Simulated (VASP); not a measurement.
# Os (Fm-3m) in VASP: further runs

Os is run at these levels: BLYP; tasks: single point.

All numbers are computed with VASP 6.6.1; they aren't measurements. Logs are shortened: lines on timing, memory, paths and dates and some standing lists are left out, and cuts for length are marked.

## Step 1: The cell of the first run

Symmetry: Fm-3m, No. 225, cubic system. Conventional cell: a = 3.806 Å, b = 3.806 Å, c = 3.806 Å, α = 90.00°, β = 90.00°, γ = 90.00°. Os (site symmetry m-3m) has 12 Os at 2.69 Å within 3.5 Å.

This isn't the form of Os at room conditions, which is hcp.

## Step 2: Single point, BLYP (13.79 Å³/atom)

File INCAR:

```
AGGAC    = 1.0          
AGGAX    = 1.0          
ALDAC    = 0.0          
ALDAX    = 1.0          
ALGO     = Normal         # electronic algorithm
EDIFF    = 1E-6           # SCF threshold, eV
ENCUT    = 560            # plane-wave cutoff, eV
GGA      = B5             # functional
GGA_COMPAT= F            
ISIF     = 2              # what is computed and relaxed
ISMEAR   = -1             # smearing method
LASPH    = T              # aspherical terms in the spheres
LCHARG   = F              # write CHGCAR
LREAL    = F              # projectors in reciprocal space
LWAVE    = F              # write WAVECAR
NBANDS   = 14             # bands
NELM     = 120            # most SCF steps
PREC     = Accurate       # precision mode
SIGMA    = 0.1            # smearing width, eV
```

File KPOINTS:

```
k-points
0
Gamma
  16 16 16
```

File POSCAR:

```
Os
1.0
    0.0000000000      1.9031363859      1.9031363859
    1.9031363859      0.0000000000      1.9031363859
    1.9031363859      1.9031363859      0.0000000000
Os
1
Direct
    0.0000000000      0.0000000000      0.0000000000
```

Potentials or basis: VASP PAW PBE potentials, release 64 (Os_sv_GW).

Started as:

```
$ cat potpaw_PBE.64/Os_sv_GW/POTCAR > POTCAR
$ mpirun -np 1 vasp_std > vasp.out
```

OUTCAR:

```text
EDIFF = 1E-6
   ENCUT = 560
   GGA = B5
   ISIF = 2
   ISMEAR = -1
   LASPH = T
   LREAL = F
   NELM = 120
   PREC = Accurate

 ion  position               nearest neighbor table
   1  0.000  0.000  0.000-

  LATTYP: Found a face centered cubic cell.
 ALAT       =     3.8062727718

  Lattice vectors:

 A1 = (   0.0000000000,   1.9031363859,   1.9031363859)
 A2 = (   1.9031363859,   0.0000000000,   1.9031363859)
 A3 = (   1.9031363859,   1.9031363859,   0.0000000000)

Analysis of symmetry for initial positions (statically):
=====================================================================
 Subroutine PRICEL returns:
 Original cell was already a primitive cell.

 Routine SETGRP: Setting up the symmetry group for a
 face centered cubic supercell.

 Subroutine GETGRP returns: Found 48 space group operations
 (whereof 48 operations were pure point group operations)
 out of a pool of 48 trial point group operations.

The static configuration has the point symmetry O_h .

Analysis of symmetry for dynamics (positions and initial velocities):
=====================================================================
 Subroutine PRICEL returns:
 Original cell was already a primitive cell.

 Routine SETGRP: Setting up the symmetry group for a
 face centered cubic supercell.

 Subroutine GETGRP returns: Found 48 space group operations
 (whereof 48 operations were pure point group operations)
 out of a pool of 48 trial point group operations.

The dynamic configuration has the point symmetry O_h .

 Subroutine INISYM returns: Found 48 space group operations
 (whereof 48 operations are pure point group operations),
 and found     1 'primitive' translations

----------------------------------------------------------------------------------------

                                     Primitive cell

  volume of cell :      13.7860

  direct lattice vectors                    reciprocal lattice vectors
     0.000000000  1.903136386  1.903136386    -0.262724208  0.262724208  0.262724208
     1.903136386  0.000000000  1.903136386     0.262724208 -0.262724208  0.262724208
     1.903136386  1.903136386  0.000000000     0.262724208  0.262724208 -0.262724208

  length of vectors
     2.691441288  2.691441288  2.691441288     0.455051677  0.455051677  0.455051677

  position of ions in fractional coordinates (direct lattice)
     0.000000000  0.000000000  0.000000000

  ion indices of the primitive-cell ions
   primitive index   ion index
                 1           1

----------------------------------------------------------------------------------------

 KPOINTS: k-points

Automatic generation of k-mesh.
 Grid dimensions read from file:
 generate k-points for:   16   16   16

 Generating k-lattice:

  Cartesian coordinates                     Fractional coordinates (reciprocal lattice)
    -0.016420263  0.016420263  0.016420263     0.062500000  0.000000000  0.000000000
     0.016420263 -0.016420263  0.016420263     0.000000000  0.062500000  0.000000000
     0.016420263  0.016420263 -0.016420263     0.000000000  0.000000000  0.062500000

  Length of vectors
     0.028440730  0.028440730  0.028440730

  Shift w.r.t. Gamma in fractional coordinates (k-lattice)
     0.000000000  0.000000000  0.000000000

 Subroutine IBZKPT returns following result:
 ===========================================

 Found    145 irreducible k-points:

 Following reciprocal coordinates:
            Coordinates               Weight
  0.000000  0.000000  0.000000      1.000000
  0.062500  0.000000  0.000000      8.000000
  0.125000  0.000000  0.000000      8.000000
  0.187500  0.000000  0.000000      8.000000
  0.250000  0.000000  0.000000      8.000000
  0.312500  0.000000  0.000000      8.000000
[... 16 lines left out ...]
 -0.125000  0.062500  0.000000     24.000000
 -0.062500  0.062500  0.000000     12.000000
 [... further k-points ...]
   k-points           NKPTS =    145   k-points in BZ     NKDIM =    145   number of bands    NBANDS=     14
   number of dos      NEDOS =    301   number of ions     NIONS =      1
   total plane-waves  NPLWV =  13824
   dimension x,y,z NGX =    24 NGY =   24 NGZ =   24
   dimension x,y,z NGXF=    48 NGYF=   48 NGZF=   48
   ions per type =               1
   NGX,Y,Z   is equivalent  to a cutoff of  14.82, 14.82, 14.82 a.u.
   NGXF,Y,Z  is equivalent  to a cutoff of  29.65, 29.65, 29.65 a.u.
 SYSTEM =  unknown system
   PREC   = accura    normal or accurate (medium, high low for compatibility)
   ISTART =      0    job   : 0-new  1-cont  2-samecut
   ICHARG =      2    charge: 1-file 2-atom 10-const
   ISPIN  =      1    spin polarized calculation?
   LNONCOLLINEAR =      F non collinear calculations
   LSORBIT =      F    spin-orbit coupling
   LASPH  =      T    aspherical Exc in radial PAW
   ENCUT  =  560.0 eV  41.16 Ry    6.42 a.u.   5.19  5.19  5.19*2*pi/ulx,y,z
   NELM   =    120;   NELMIN=  2; NELMDL= -5     # of ELM steps
   EDIFF  = 0.1E-05   stopping-criterion for ELM
   LREAL  =      F    real-space projection
   EDIFFG = 0.1E-04   stopping-criterion for IOM
   NSW    =      0    number of steps for IOM
   IBRION =     -1    ionic relax: 0-MD 1-quasi-New 2-CG
   NFREE  =      0    steps in history (QN), initial steepest desc. (CG)
   ISIF   =      2    stress and relaxation
   ISYM   =      2    0-nonsym 1-usesym 2-fastsym
   POTIM  = 0.5000    time-step for ionic-motion
   TEBEG  =    0.0;   TEEND  =   0.0 temperature during run
   PSTRESS=    0.0 pullay stress
   NELECT =      16.0000    total number of electrons
   NUPDOWN=      -1.0000    fix difference up-down
   EMIN   =  10.00;   EMAX   =-10.00  energy-range for DOS
   EFERMI =   0.00;   METHOD = LEGACY
   ISMEAR =    -1;   SIGMA  =   0.10  broadening in eV -4-tet -1-fermi 0-gaus
   EFERMI_NEDOS =   21; number of points for ismear=-14 and -15
   IALGO  =     38    algorithm
   IMIX   =      4    mixing-type and parameters
     AMIX     =   0.40;   BMIX     =  1.00
     AMIX_MAG =   1.60;   BMIX_MAG =  1.00
  volume/ion in A,a.u.               =      13.79        93.03
  Fermi-wavevector in a.u.,A,eV,Ry     =   1.720422  3.251126 40.271216  2.959851
  Thomas-Fermi vector in A             =   2.796864
   LORBIT       =      0    0 simple, 1 ext, 2 COOP (PROOUT), +10 PAW based schemes
   GGA     = B5    functional components
   LHFCALC =     F    Hartree Fock is set to
   AEXX    =    0.0000 exact exchange contribution
   IVDW    =     0    specifies the selected vdW correction
   LEPSILON=     F    determine dielectric tensor
   LRPA    =     F    only Hartree local field effects (RPA)
 non-spin polarized calculation
  energy-cutoff  :      560.00
  volume of cell :       13.79
 maximum number of plane-waves:       431
 NGX is ok and might be reduce to    24
   NGX = 11   NGY = 11   NGZ = 11

 number of electron      16.0000000 magnetization

 Free energy of the ion-electron system (eV)
  ---------------------------------------------------
  ext. energy  EPLUGINS =         0.00000000
  ---------------------------------------------------
  free energy    TOTEN  =       -10.54203063 eV

  energy without entropy =      -10.51591174  energy(sigma->0) =      -10.52897119

 E-fermi :  14.5797     XC(G=0): -13.9988

 val. band max:       14.5698675039   @ k =  -0.0625   0.0625   0.0000
 cond. band min:      14.5837807110   @ k =   0.4375   0.3125   0.1250
 fundamental gap:      0.0139132071
 Fermi energy:        14.5796953076

 k-point     1 :       0.0000    0.0000    0.0000
  band No.  band energies     occupation
      1     -71.5488      2.00000
      2     -30.6385      2.00000
      3     -30.6385      2.00000
      4     -30.6385      2.00000
      5       3.8216      2.00000
      6      11.4438      2.00000
      7      11.4438      2.00000
      8      11.4438      2.00000
      9      14.5494      1.15044
     10      14.5494      1.15044
     11      28.1204      0.00000
     12      33.8975      0.00000
     13      33.8975      0.00000
     14      33.8975      0.00000

 k-point     2 :       0.0625    0.0000    0.0000
  band No.  band energies     occupation
      1     -71.5446      2.00000
      2     -30.6850      2.00000
      3     -30.6447      2.00000
      4     -30.6447      2.00000
      5       4.0107      2.00000
      6      11.3321      2.00000
      7      11.5287      2.00000
      8      11.5287      2.00000
      9      14.4861      1.43643
     10      14.4861      1.43643
     11      28.4685      0.00000
     12      33.1352      0.00000
     13      34.2306      0.00000
     14      34.2306      0.00000

 k-point     3 :       0.1250    0.0000    0.0000
  band No.  band energies     occupation
      1     -71.5326      2.00000
      2     -30.8165      2.00000
      3     -30.6620      2.00000
      4     -30.6620      2.00000
      5       4.5481      2.00000
      6      11.0625      2.00000
      7      11.7406      2.00000
      8      11.7406      2.00000
      9      14.3609      1.79840
     10      14.3609      1.79840
     11      29.3866      0.00000
     12      31.6995      0.00000
     13      35.1948      0.00000
     14      35.1948      0.00000
[... 324 lines left out ...]
 k-point    23 :      -0.1250    0.0625    0.0000
  band No.  band energies     occupation
      1     -71.5237      2.00000
      2     -30.8936      2.00000
      3     -30.7060      2.00000
      4     -30.6611      2.00000
      5       4.9465      2.00000
      6      10.8314      2.00000
      7      11.8953      2.00000
      8      11.9214      2.00000
      9      13.9573      1.99604
     10      14.6608      0.61548
     11      30.0284      0.00000
     12      31.2789      0.00000
     13      34.9292      0.00000
     14      36.3988      0.00000

 k-point    24 :      -0.0625    0.0625    0.0000
  band No.  band energies     occupation
      1     -71.5379      2.00000
      2     -30.7503      2.00000
      3     -30.6719      2.00000
      4     -30.6469      2.00000
      5       4.3174      2.00000
      6      11.1329      2.00000
      7      11.6457      2.00000
      8      11.7080      2.00000
      9      14.2276      1.94256
     10      14.5699      1.04910
     11      29.0205      0.00000
     12      32.4501      0.00000
     13      34.2282      0.00000
     14      35.0324      0.00000

 [... further k-points ...]

------------------------ aborting loop because EDIFF is reached ----------------------------------------

  FORCE on cell =-STRESS in cart. coord.  units (eV):
  Direction    XX          YY          ZZ          XY          YZ          ZX
  --------------------------------------------------------------------------------------
  -------------------------------------------------------------------------------------
  Total        2.9807051      2.9807051      2.9807051      0.0000000     -0.0000000      0.0000000
  in kB      346.4095495    346.4095495    346.4095495      0.0000000     -0.0000000      0.0000000
  external PRESSURE =     346.4095495 kB  Pullay stress =       0.0000000 kB

 VOLUME and BASIS-vectors are now :
 -----------------------------------------------------------------------------
  energy-cutoff  :      560.00
  volume of cell :       13.79
      direct lattice vectors                 reciprocal lattice vectors
     0.000000000  1.903136386  1.903136386    -0.262724208  0.262724208  0.262724208
     1.903136386  0.000000000  1.903136386     0.262724208 -0.262724208  0.262724208
     1.903136386  1.903136386  0.000000000     0.262724208  0.262724208 -0.262724208

 POSITION                                       TOTAL-FORCE (eV/Angst)
 -----------------------------------------------------------------------------------
      0.00000      0.00000      0.00000        -0.000000     -0.000000     -0.000000
 -----------------------------------------------------------------------------------
    total drift:                               -0.000000      0.000000     -0.000000

  FREE ENERGIE OF THE ION-ELECTRON SYSTEM (eV)
  ---------------------------------------------------
  free  energy   TOTEN  =       -10.5420306344 eV

  energy  without entropy=      -10.5159117445  energy(sigma->0) =      -10.52897119
```

It took 33 s on 1 thread of AMD EPYC 7R43 (Zen 3), shared host; peak memory 0.14 GiB.

Results:

- Free energy: -10.5420 eV
- Pressure: 34.6 GPa
- Band gap on the k mesh: zero (bands 8 and 9 overlap by 4.44 eV)

Caveat: the cell stands under pressure; the PAW data sets were made with another functional, which shifts forces and pressure a little; spin-orbit coupling is left out, which moves the levels of the heavy elements.

## Step 3: Single point, BLYP (13.19 Å³/atom)

This run uses another cell than the first one, of 13.19 Å³/atom.

File INCAR:

```
PREC = Accurate
ENCUT = 560
EDIFF = 1E-6
ISMEAR = -1
SIGMA = 0.1
LREAL = F
LASPH = T
NELM = 120
ALGO = Normal
ISIF = 2
LWAVE = F
LCHARG = T
GGA = B5
ALDAX = 1.0
AGGAX = 1.0
AGGAC = 1.0
ALDAC = 0.0
LELF = T
LVHAR = T
NBANDS = 14
GGA_COMPAT = F
```

File KPOINTS:

```
Automatic mesh
0
Gamma
  16 16 16
```

File POSCAR:

```
Os
1.0
    0.0000000000      1.8751450200      1.8751450200
    1.8751450200      0.0000000000      1.8751450200
    1.8751450200      1.8751450200      0.0000000000
Os
1
Direct
    0.0000000000      0.0000000000      0.0000000000
```

Potentials or basis: VASP PAW PBE potentials, release 64 (Os_sv_GW).

Started as:

```
$ cat potpaw_PBE.64/Os_sv_GW/POTCAR > POTCAR
$ mpirun -np 1 vasp_std > vasp.out
```

Run time: 18 s. Hardware: 1 thread of AMD EPYC 9R45 (Zen 5), shared host; peak memory 0.12 GiB.

The run converged. Its results:

| Quantity | Value |
| --- | --- |
| Free energy | -10.3618 eV |
| Pressure | 59.3 GPa |
| Band gap on the k mesh | zero (bands 8 and 9 overlap by 4.72 eV) |

Levels at points of the mesh, in eV from the Fermi level:
```
           k point  band 5  band 6  band 7  band 8  band 9  band 10  band 11  band 12
(0.00, 0.00, 0.00)  -11.14   -3.35   -3.35   -3.35   -0.03    -0.03    13.44    19.48
(0.50, 0.00, 0.00)   -8.22   -3.53   -3.53    0.13    2.64     2.64     9.83    13.19
(0.50, 0.50, 0.00)   -8.20   -7.51    2.60    2.80    3.41     3.41    12.55    12.55
```

Caveat: the cell stands under pressure; the PAW data sets were made with another functional, which shifts forces and pressure a little; spin-orbit coupling is left out, which moves the levels of the heavy elements.
